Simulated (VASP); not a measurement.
# TaN in VASP: relaxation of the atoms with LDA

Aim: the relaxation of the atoms of TaN with LDA.

Everything below comes from runs of VASP 6.6.1. Logs are shortened: lines on timing, memory, paths and dates and some standing lists are left out, and cuts for length are marked.

## (1) The cell of the first run

The cell holds a slab with vacuum, 6 atoms: a = 3.075 Å, b = 3.075 Å, c = 20.348 Å, α = 90.00°, β = 90.00°, γ = 90.00°.

## (2) Relaxation of the atoms, LDA

INCAR reads:

```
SYSTEM = TaN
PREC = Accurate
ENCUT = 520
EDIFF = 1E-6
ISMEAR = -1
SIGMA = 0.08
LREAL = .FALSE.
LASPH = .TRUE.
NELM = 60
ALGO = Normal
ISIF = 2
LWAVE = .FALSE.
LCHARG = .FALSE.
LDIPOL = .TRUE.
IDIPOL = 3
DIPOL = 0.5 0.5 0.500
IBRION = 2
NSW = 32
EDIFFG = -0.01
```

KPOINTS reads:

```
regular mesh
0
G
  11 11 1
  0 0 0
```

POSCAR reads:

```
TaN
1.0
    3.0747609995      0.0000000000      0.0000000000
    0.0000000000      3.0747609995      0.0000000000
    0.0000000000      0.0000000000     20.3484000000
Ta N
3 3
Direct
    0.2500000000      0.2500000000      0.3986165082
    0.7500000000      0.7500000000      0.5000000026
    0.2500000000      0.2500000000      0.6013834883
    0.7500000000      0.7500000000      0.3871824211
    0.2500000000      0.2500000000      0.4999999997
    0.7500000000      0.7500000000      0.6128175801
```

Potentials or basis: VASP PAW LDA potentials, release 64 (Ta_pv, N).

Launch:

```bash
> cat potpaw_LDA.64/Ta_pv/POTCAR potpaw_LDA.64/N/POTCAR > POTCAR
> mpirun -np 1 vasp_std > vasp.out
```

OUTCAR:

```text
SYSTEM = TaN
   PREC = Accurate
   ENCUT = 520
   EDIFF = 1E-6
   ISMEAR = -1
   LREAL = .FALSE.
   LASPH = .TRUE.
   NELM = 60
   ISIF = 2
   IBRION = 2
   NSW = 32
   EDIFFG = -0.01

 ion  position               nearest neighbor table
   1  0.250  0.250  0.399-   5 2.06   4 2.19   4 2.19   4 2.19   4 2.19   2 3.00   2 3.00   2 3.00
                             2 3.00
   2  0.750  0.750  0.500-   5 2.17   5 2.17   5 2.17   5 2.17   6 2.30   4 2.30   3 3.00   3 3.00
                             3 3.00   3 3.00   1 3.00   1 3.00   1 3.00   1 3.00
   3  0.250  0.250  0.601-   5 2.06   6 2.19   6 2.19   6 2.19   6 2.19   2 3.00   2 3.00   2 3.00
                             2 3.00
   4  0.750  0.750  0.387-   1 2.19   1 2.19   1 2.19   1 2.19   2 2.30
   5  0.250  0.250  0.500-   3 2.06   1 2.06   2 2.17   2 2.17   2 2.17   2 2.17
   6  0.750  0.750  0.613-   3 2.19   3 2.19   3 2.19   3 2.19   2 2.30

  LATTYP: Found a simple tetragonal cell.
 ALAT       =     3.0747609995
 C/A-ratio  =     6.6178802201

  Lattice vectors:

 A1 = (   3.0747609995,   0.0000000000,   0.0000000000)
 A2 = (   0.0000000000,   3.0747609995,   0.0000000000)
 A3 = (   0.0000000000,   0.0000000000,  20.3484000000)

Analysis of symmetry for initial positions (statically):
=====================================================================
 Subroutine PRICEL returns:
 Original cell was already a primitive cell.

 Routine SETGRP: Setting up the symmetry group for a
 simple tetragonal supercell.

 Subroutine GETGRP returns: Found 16 space group operations
 (whereof  4 operations were pure point group operations)
 out of a pool of 16 trial point group operations.

The static configuration has the point symmetry C_2v.
 The point group associated with its full space group is D_4h.

Analysis of symmetry for dynamics (positions and initial velocities):
=====================================================================
 Subroutine PRICEL returns:
 Original cell was already a primitive cell.

 Routine SETGRP: Setting up the symmetry group for a
 simple tetragonal supercell.

 Subroutine GETGRP returns: Found 16 space group operations
 (whereof  4 operations were pure point group operations)
 out of a pool of 16 trial point group operations.

The dynamic configuration has the point symmetry C_2v.
 The point group associated with its full space group is D_4h.

 Subroutine INISYM returns: Found 16 space group operations
 (whereof  4 operations are pure point group operations),
 and found     1 'primitive' translations

----------------------------------------------------------------------------------------

                                     Primitive cell

  volume of cell :     192.3769

  direct lattice vectors                    reciprocal lattice vectors
     3.074761000  0.000000000  0.000000000     0.325228530  0.000000000  0.000000000
     0.000000000  3.074761000  0.000000000     0.000000000  0.325228530  0.000000000
     0.000000000  0.000000000 20.348400000     0.000000000  0.000000000  0.049143913

  length of vectors
     3.074761000  3.074761000 20.348400000     0.325228530  0.325228530  0.049143913

  position of ions in fractional coordinates (direct lattice)
     0.250000000  0.250000000  0.398616508
     0.750000000  0.750000000  0.500000003
     0.250000000  0.250000000  0.601383488
     0.750000000  0.750000000  0.387182421
     0.250000000  0.250000000  0.500000000
     0.750000000  0.750000000  0.612817580

  ion indices of the primitive-cell ions
   primitive index   ion index
                 1           1
                 2           2
                 3           3
                 4           4
                 5           5
                 6           6

----------------------------------------------------------------------------------------

 KPOINTS: regular mesh

Automatic generation of k-mesh.
 Grid dimensions read from file:
 generate k-points for:   11   11    1

 Generating k-lattice:

  Cartesian coordinates                     Fractional coordinates (reciprocal lattice)
     0.029566230  0.000000000  0.000000000     0.090909091  0.000000000  0.000000000
     0.000000000  0.029566230  0.000000000     0.000000000  0.090909091  0.000000000
     0.000000000  0.000000000  0.049143913     0.000000000  0.000000000  1.000000000

  Length of vectors
     0.029566230  0.029566230  0.049143913

  Shift w.r.t. Gamma in fractional coordinates (k-lattice)
     0.000000000  0.000000000  0.000000000

 Subroutine IBZKPT returns following result:
 ===========================================

 Found     21 irreducible k-points:

 Following reciprocal coordinates:
            Coordinates               Weight
  0.000000  0.000000  0.000000      1.000000
  0.090909  0.000000  0.000000      4.000000
  0.181818  0.000000  0.000000      4.000000
  0.272727  0.000000  0.000000      4.000000
  0.363636  0.000000  0.000000      4.000000
  0.454545  0.000000  0.000000      4.000000
[... 13 lines left out ...]
  0.454545  0.363636  0.000000      8.000000
  0.454545  0.454545  0.000000      4.000000
   k-points           NKPTS =     21   k-points in BZ     NKDIM =     21   number of bands    NBANDS=     28
   number of dos      NEDOS =    301   number of ions     NIONS =      6
   total plane-waves  NPLWV =  92160
   dimension x,y,z NGX =    24 NGY =   24 NGZ =  160
   dimension x,y,z NGXF=    48 NGYF=   48 NGZF=  320
   ions per type =               3   3
   NGX,Y,Z   is equivalent  to a cutoff of  12.98, 12.98, 13.07 a.u.
   NGXF,Y,Z  is equivalent  to a cutoff of  25.95, 25.95, 26.14 a.u.
 SYSTEM =  TaN
   PREC   = accura    normal or accurate (medium, high low for compatibility)
   ISTART =      0    job   : 0-new  1-cont  2-samecut
   ICHARG =      2    charge: 1-file 2-atom 10-const
   ISPIN  =      1    spin polarized calculation?
   LNONCOLLINEAR =      F non collinear calculations
   LSORBIT =      F    spin-orbit coupling
   LASPH  =      T    aspherical Exc in radial PAW
   ENCUT  =  520.0 eV  38.22 Ry    6.18 a.u.   5.72  5.72 37.83*2*pi/ulx,y,z
   NELM   =     60;   NELMIN=  2; NELMDL= -5     # of ELM steps
   EDIFF  = 0.1E-05   stopping-criterion for ELM
   LREAL  =      F    real-space projection
   EDIFFG = -.1E-01   stopping-criterion for IOM
   NSW    =     32    number of steps for IOM
   IBRION =      2    ionic relax: 0-MD 1-quasi-New 2-CG
   NFREE  =      1    steps in history (QN), initial steepest desc. (CG)
   ISIF   =      2    stress and relaxation
   ISYM   =      2    0-nonsym 1-usesym 2-fastsym
   POTIM  = 0.5000    time-step for ionic-motion
   TEBEG  =    0.0;   TEEND  =   0.0 temperature during run
   PSTRESS=    0.0 pullay stress
   NELECT =      48.0000    total number of electrons
   NUPDOWN=      -1.0000    fix difference up-down
   EMIN   =  10.00;   EMAX   =-10.00  energy-range for DOS
   EFERMI =   0.00;   METHOD = LEGACY
   ISMEAR =    -1;   SIGMA  =   0.08  broadening in eV -4-tet -1-fermi 0-gaus
   EFERMI_NEDOS =   21; number of points for ismear=-14 and -15
   IALGO  =     38    algorithm
   IMIX   =      4    mixing-type and parameters
     AMIX     =   0.40;   BMIX     =  1.00
     AMIX_MAG =   1.60;   BMIX_MAG =  1.00
  volume/ion in A,a.u.               =      32.06       216.37
  Fermi-wavevector in a.u.,A,eV,Ry     =   1.030633  1.947615 14.452181  1.062205
  Thomas-Fermi vector in A             =   2.164741
   LORBIT       =      0    0 simple, 1 ext, 2 COOP (PROOUT), +10 PAW based schemes
   GGA     = CA    functional components
   LHFCALC =     F    Hartree Fock is set to
   AEXX    =    0.0000 exact exchange contribution
   IVDW    =     0    specifies the selected vdW correction
   LEPSILON=     F    determine dielectric tensor
   LRPA    =     F    only Hartree local field effects (RPA)
 conjugate gradient relaxation of ions
 non-spin polarized calculation
  energy-cutoff  :      520.00
  volume of cell :      192.38
 maximum number of plane-waves:      5218
 NGX is ok and might be reduce to    24
   NGX = 11   NGY = 11   NGZ = 75

 dipolmoment           0.000000      0.000000     -0.000000 electrons x Angstroem

--------------------------------------- Ionic step        1  -------------------------------------------

 number of electron      47.9999998 magnetization

 Free energy of the ion-electron system (eV)
  ---------------------------------------------------
  ext. energy  EPLUGINS =         0.00000000
  ---------------------------------------------------
  free energy    TOTEN  =       -70.44042870 eV

  energy without entropy =      -70.35206011  energy(sigma->0) =      -70.39624440

------------------------ aborting loop because EDIFF is reached ----------------------------------------

  FORCE on cell =-STRESS in cart. coord.  units (eV):
  Direction    XX          YY          ZZ          XY          YZ          ZX
  --------------------------------------------------------------------------------------
  -------------------------------------------------------------------------------------
  Total       -7.6249348     -7.6249348      0.5564773      0.0000000     -0.0000000      0.0000000
  in kB      -63.5029238    -63.5029238      4.6345230      0.0000000     -0.0000000      0.0000000
  external PRESSURE =     -40.7904415 kB  Pullay stress =       0.0000000 kB
[... 145 lines left out ...]
  energy  without entropy=      -70.3524542020  energy(sigma->0) =      -70.39701411

--------------------------------------- Ionic step        5  -------------------------------------------

 number of electron      47.9999999 magnetization

 dipolmoment           0.000000      0.000000      0.000000 electrons x Angstroem

 Free energy of the ion-electron system (eV)
  ---------------------------------------------------
  ext. energy  EPLUGINS =         0.00000000
  ---------------------------------------------------
  free energy    TOTEN  =       -70.44163670 eV

  energy without entropy =      -70.35235437  energy(sigma->0) =      -70.39699553

 E-fermi :   0.5535     XC(G=0):  -5.5449

 val. band max:        0.5471909906   @ k =   0.2727   0.0000   0.0000
 cond. band min:       0.5584609745   @ k =   0.3636   0.0909   0.0000
 fundamental gap:      0.0112699839
 Fermi energy:         0.5534572451

 k-point     1 :       0.0000    0.0000    0.0000
  band No.  band energies     occupation
      1     -35.5068      2.00000
      2     -35.3686      2.00000
      3     -35.0553      2.00000
      4     -35.0553      2.00000
      5     -34.9537      2.00000
      6     -34.9537      2.00000
[... 640 lines left out ...]
     27       3.7622      0.00000
     28       3.8402      0.00000

------------------------ aborting loop because EDIFF is reached ----------------------------------------

 vacuum level on the upper side and lower side of the slab       (xc-potential included)        -0.189        -0.189

  FORCE on cell =-STRESS in cart. coord.  units (eV):
  Direction    XX          YY          ZZ          XY          YZ          ZX
  --------------------------------------------------------------------------------------
  -------------------------------------------------------------------------------------
  Total       -7.8992436     -7.8992436     -0.0240544      0.0000000      0.0000000     -0.0000000
  in kB      -65.7874563    -65.7874563     -0.2003325      0.0000000      0.0000000     -0.0000000
  external PRESSURE =     -43.9250817 kB  Pullay stress =       0.0000000 kB

 VOLUME and BASIS-vectors are now :
 -----------------------------------------------------------------------------
  energy-cutoff  :      520.00
  volume of cell :      192.38
      direct lattice vectors                 reciprocal lattice vectors
     3.074761000  0.000000000  0.000000000     0.325228530  0.000000000  0.000000000
     0.000000000  3.074761000  0.000000000     0.000000000  0.325228530  0.000000000
     0.000000000  0.000000000 20.348400000     0.000000000  0.000000000  0.049143913
[... 12 lines left out ...]
  FREE ENERGIE OF THE ION-ELECTRON SYSTEM (eV)
  ---------------------------------------------------
  free  energy   TOTEN  =       -70.4416367028 eV

  energy  without entropy=      -70.3523543651  energy(sigma->0) =      -70.39699553

 reached required accuracy - stopping structural energy minimisation

 vacuum level on the upper side and lower side of the slab         4.166         4.166
```

Wall time 8 min (1 thread of Oxide Virtual Turin-like, shared host); peak memory 0.25 GiB.

Results:

```yaml
Free_energy: -70.4416 eV
Energy_gained_by_relaxing: 0.2 meV/atom
Ionic_steps: 5
Largest_force_after_relaxing: 0.009 eV/Å
Band_gap_on_the_k_mesh: zero (bands 24 and 25 overlap by 2.02 eV)
```

Forces in eV/Å, atoms in the order of the input:
```
Ta   0.000  0.000  0.006
Ta   0.000  0.000  0.000
Ta   0.000  0.000 -0.006
N    0.000  0.000 -0.009
N    0.000  0.000  0.000
N    0.000  0.000  0.009
```

Step by step:
```
step  energy change (eV)  largest force (eV/Å)  pressure (GPa)
   1              0.0000                0.0940           -4.08
   2             -0.0008                0.0435           -4.22
   3             -0.0011                0.0241           -4.38
   4             -0.0011                0.0238           -4.38
   5             -0.0012                0.0089           -4.39
```

Final structure:
```
Ta N
1.0
     3.07476    0.00000    0.00000
     0.00000    3.07476    0.00000
     0.00000    0.00000   20.34840
Ta N
3 3
Direct
  0.25000 0.25000 0.39816
  0.75000 0.75000 0.50000
  0.25000 0.25000 0.60184
  0.75000 0.75000 0.38686
  0.25000 0.25000 0.50000
  0.75000 0.75000 0.61314
```

Caveat: spin-orbit coupling is left out, which moves the levels of the heavy elements.
